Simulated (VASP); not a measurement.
A run of VASP 6.6.1:

INCAR

```
SYSTEM = Sc
ALGO = Fast ; EDIFF = 1E-7
ENCUT = 520 ; GGA = PS
ISIF = 2 ; ISMEAR = 0
LASPH = .True. ; LCHARG = .False.
LREAL = .False. ; LWAVE = .False.
NBANDS = 12 ; NELM = 100
PREC = Accurate ; SIGMA = 0.15
```

The input KPOINTS:

```
k-points
0
Gamma
  18 18 18
  0 0 0
```

File POSCAR:

```
Sc
1.0
    0.0000000000      2.3386150000      2.2364425000
    2.3386150000      0.0000000000      2.2364425000
    2.3386150000      2.3386150000      0.0000000000
Sc
1
Direct
    0.0000000000      0.0000000000      0.0000000000
```

Potentials or basis: VASP PAW PBE potentials, release 64 (Sc_sv).

The run is started by

```console
$ cat potpaw_PBE.64/Sc_sv/POTCAR > POTCAR
$ mpirun -np 1 vasp_std > vasp.out
```

Hardware: 1 thread of Oxide Virtual Turin-like Processor, with other jobs on the host.

Task: How long does it take, and how much memory?

Result: It took 3.1 min on 1 thread of Oxide Virtual Turin-like Processor, with other jobs on the host, peak memory 0.21 GiB. Counts: scf iterations 15, k points 480.
